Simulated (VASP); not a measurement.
# Rh (P6_3/mmc) in VASP: notebook, part 2 of 2

VASP 6.6.1. The steps go on from the part before.

### Step 4. Single point, PBEsol

This run uses another cell than the first one, of 16.02 Å³/atom, 1.077 times its volume.

INCAR reads:

```
PREC = Accurate
ENCUT = 520
EDIFF = 1E-6
ISMEAR = -1
SIGMA = 0.1
LREAL = False
LASPH = True
NELM = 60
ALGO = Normal
ISIF = 2
LWAVE = False
LCHARG = True
GGA = PS
LELF = True
LVHAR = True
NBANDS = 22
```

KPOINTS reads:

```
regular mesh
0
Gamma
  12 12 7
```

POSCAR reads:

```
Rh
1.0
    2.8361185115      0.0000000000      0.0000000000
   -1.4180592557      2.4561506834      0.0000000000
    0.0000000000      0.0000000000      4.5989806025
Rh
2
Direct
    0.6666666667      0.3333333333      0.7500000000
    0.3333333333      0.6666666667      0.2500000000
```

Potentials or basis: VASP PAW PBE potentials, release 64 (Rh_pv).

Run with:

```sh
cat potpaw_PBE.64/Rh_pv/POTCAR > POTCAR
mpirun -np 1 vasp_std > vasp.out
```

OUTCAR:

```text
PREC = Accurate
   ENCUT = 520
   EDIFF = 1E-6
   ISMEAR = -1
   LREAL = False
   LASPH = True
   NELM = 60
   ISIF = 2
   GGA = PS

 ion  position               nearest neighbor table
   1  0.667  0.333  0.750-   2 2.82   2 2.82   2 2.82   2 2.82   2 2.82   2 2.82
   2  0.333  0.667  0.250-   1 2.82   1 2.82   1 2.82   1 2.82   1 2.82   1 2.82

  LATTYP: Found a hexagonal cell.
 ALAT       =     2.8361185115
 C/A-ratio  =     1.6215756090

  Lattice vectors:

 A1 = (   2.8361185115,   0.0000000000,   0.0000000000)
 A2 = (  -1.4180592557,   2.4561506834,   0.0000000000)
 A3 = (   0.0000000000,   0.0000000000,   4.5989806025)

Analysis of symmetry for initial positions (statically):
=====================================================================
 Subroutine PRICEL returns:
 Original cell was already a primitive cell.

 Routine SETGRP: Setting up the symmetry group for a
 hexagonal supercell.

 Subroutine GETGRP returns: Found 24 space group operations
 (whereof 12 operations were pure point group operations)
 out of a pool of 24 trial point group operations.

The static configuration has the point symmetry D_3d.
 The point group associated with its full space group is D_6h.

Analysis of symmetry for dynamics (positions and initial velocities):
=====================================================================
 Subroutine PRICEL returns:
 Original cell was already a primitive cell.

 Routine SETGRP: Setting up the symmetry group for a
 hexagonal supercell.

 Subroutine GETGRP returns: Found 24 space group operations
 (whereof 12 operations were pure point group operations)
 out of a pool of 24 trial point group operations.

The dynamic configuration has the point symmetry D_3d.
 The point group associated with its full space group is D_6h.

 Subroutine INISYM returns: Found 24 space group operations
 (whereof 12 operations are pure point group operations),
[... 104 lines left out ...]
   POTIM  = 0.5000    time-step for ionic-motion
   TEBEG  =    0.0;   TEEND  =   0.0 temperature during run
   PSTRESS=    0.0 pullay stress
   NELECT =      30.0000    total number of electrons
   NUPDOWN=      -1.0000    fix difference up-down
   EMIN   =  10.00;   EMAX   =-10.00  energy-range for DOS
   EFERMI =   0.00;   METHOD = LEGACY
   ISMEAR =    -1;   SIGMA  =   0.10  broadening in eV -4-tet -1-fermi 0-gaus
   EFERMI_NEDOS =   21; number of points for ismear=-14 and -15
   IALGO  =     38    algorithm
   IMIX   =      4    mixing-type and parameters
     AMIX     =   0.40;   BMIX     =  1.00
     AMIX_MAG =   1.60;   BMIX_MAG =  1.00
  volume/ion in A,a.u.               =      16.02       108.10
  Fermi-wavevector in a.u.,A,eV,Ry     =   1.601652  3.026684 34.902894  2.565290
  Thomas-Fermi vector in A             =   2.698597
   LORBIT       =      0    0 simple, 1 ext, 2 COOP (PROOUT), +10 PAW based schemes
   GGA     = PS    functional components
   LHFCALC =     F    Hartree Fock is set to
   AEXX    =    0.0000 exact exchange contribution
   IVDW    =     0    specifies the selected vdW correction
   LEPSILON=     F    determine dielectric tensor
   LRPA    =     F    only Hartree local field effects (RPA)
 non-spin polarized calculation
  energy-cutoff  :      520.00
  volume of cell :       32.04
 maximum number of plane-waves:       875
 NGX is ok and might be reduce to    24
   NGX = 11   NGY = 11   NGZ = 17

 number of electron      29.9999998 magnetization

 Free energy of the ion-electron system (eV)
  ---------------------------------------------------
  ext. energy  EPLUGINS =         0.00000000
  ---------------------------------------------------
  free energy    TOTEN  =       -15.68365335 eV

  energy without entropy =      -15.54478598  energy(sigma->0) =      -15.61421967

 E-fermi :   9.2234     XC(G=0): -13.2537

 val. band max:        9.2095277832   @ k =   0.3333   0.3333   0.1429
 cond. band min:       9.2267393774   @ k =   0.1667   0.1667   0.4286
 fundamental gap:      0.0172115942
 Fermi energy:         9.2234114470

 k-point     1 :       0.0000    0.0000    0.0000
  band No.  band energies     occupation
      1     -37.3410      2.00000
      2     -36.9534      2.00000
      3     -36.9534      2.00000
      4     -36.9043      2.00000
      5     -36.8896      2.00000
      6     -36.8896      2.00000
[... 589 lines left out ...]
     21      23.3910      0.00000
     22      23.7397      0.00000

 [... further k-points ...]
[... 5 lines left out ...]
  --------------------------------------------------------------------------------------
  -------------------------------------------------------------------------------------
  Total       -6.1316169     -6.1316169     -6.4734275     -0.0000000      0.0000000      0.0000000
  in kB     -306.6511769   -306.6511780   -323.7456258     -0.0000000      0.0000000      0.0000000
  external PRESSURE =    -312.3493269 kB  Pullay stress =       0.0000000 kB

 VOLUME and BASIS-vectors are now :
 -----------------------------------------------------------------------------
  energy-cutoff  :      520.00
  volume of cell :       32.04
      direct lattice vectors                 reciprocal lattice vectors
     2.836118512  0.000000000  0.000000000     0.352594575  0.203570572  0.000000000
    -1.418059256  2.456150683  0.000000000     0.000000000  0.407141144  0.000000000
     0.000000000  0.000000000  4.598980603     0.000000000  0.000000000  0.217439491

 POSITION                                       TOTAL-FORCE (eV/Angst)
 -----------------------------------------------------------------------------------
      1.41806      0.81872      3.44924        -0.000000      0.000000      0.000000
     -0.00000      1.63743      1.14975         0.000000     -0.000000      0.000000
 -----------------------------------------------------------------------------------
    total drift:                               -0.000000      0.000000     -0.000000

  FREE ENERGIE OF THE ION-ELECTRON SYSTEM (eV)
  ---------------------------------------------------
  free  energy   TOTEN  =       -15.6836533469 eV

  energy  without entropy=      -15.5447859839  energy(sigma->0) =      -15.61421967
```

OSZICAR:

```text
N       E                     dE             d eps       ncg     rms          rms(c)
DAV:   1     0.319087229605E+03    0.31909E+03   -0.19139E+04  3352   0.154E+03
DAV:   2    -0.101200048630E+02   -0.32921E+03   -0.31782E+03  3482   0.460E+02
DAV:   3    -0.168952031446E+02   -0.67752E+01   -0.67273E+01  3938   0.745E+01
DAV:   4    -0.169398332345E+02   -0.44630E-01   -0.44626E-01  3778   0.615E+00
DAV:   5    -0.169405402916E+02   -0.70706E-03   -0.70705E-03  3962   0.810E-01    0.111E+01
DAV:   6    -0.157073342603E+02    0.12332E+01   -0.34379E+00  3674   0.188E+01    0.288E+00
DAV:   7    -0.156905679029E+02    0.16766E-01   -0.23617E-02  3812   0.138E+00    0.163E+00
DAV:   8    -0.156837294518E+02    0.68385E-02   -0.52608E-03  3738   0.834E-01    0.112E-01
DAV:   9    -0.156836456563E+02    0.83796E-04   -0.12761E-04  3884   0.124E-01    0.181E-02
DAV:  10    -0.156836537064E+02   -0.80501E-05   -0.56666E-06  3764   0.235E-02    0.313E-03
DAV:  11    -0.156836533469E+02    0.35952E-06   -0.23215E-07  2188   0.462E-03
   1 F= -.15683653E+02 E0= -.15614220E+02  d E =-.138867E+00
```

Run time: 27 s. Hardware: 1 thread of Intel Xeon Platinum 8259CL at 2.50GHz (Skylake/Cascade Lake), shared host; peak memory 0.18 GiB.

What came out:

```yaml
Free_energy: -15.6837 eV
Pressure: -31.2 GPa
Band_gap_on_the_k_mesh: zero (band 15 reaches 9.71 eV, above the bottom of band 16 at 7.84 eV)
```

Levels at points of the mesh, in eV from the Fermi level:
| k point | band 11 | band 12 | band 13 | band 14 | band 15 | band 16 | band 17 | band 18 | band 19 | band 20 |
| --- | --- | --- | --- | --- | --- | --- | --- | --- | --- | --- |
| (0.00, 0.00, 0.00) | -2.37 | -1.97 | -1.97 | -1.48 | -1.48 | 0.13 | 0.13 | 0.84 | 7.16 | 15.75 |
| (0.50, 0.00, 0.00) | -2.14 | -1.78 | -1.70 | 0.35 | 0.49 | 0.58 | 2.60 | 4.39 | 9.21 | 9.64 |

Caveat: the PAW data sets were made with another functional, which shifts forces and pressure a little.

### Step 5. Summary

| cell | gap on the mesh (eV) | pressure (GPa) |
| --- | --- | --- |
| a = 2.767, b = 2.767, c = 4.487 Å, angles 90.0, 90.0, 120.0°, 2 atoms | none | -21.0 |
| a = 2.802, b = 2.802, c = 4.544 Å, angles 90.0, 90.0, 120.0°, 2 atoms | none | -26.9 |
| a = 2.836, b = 2.836, c = 4.599 Å, angles 90.0, 90.0, 120.0°, 2 atoms | none | -31.2 |

Alike in all rows: task single point; level PBEsol; potentials or basis VASP PAW PBE potentials, release 64 (Rh_pv); no spin polarisation; k mesh 12 × 12 × 7; cutoff (eV) 520; smearing fermi-dirac 0.1 eV.

Caveats: the PAW data sets were made with another functional, which shifts forces and pressure a little.

Total energies depend on the potentials used, so only differences within one code and one set of settings carry meaning.
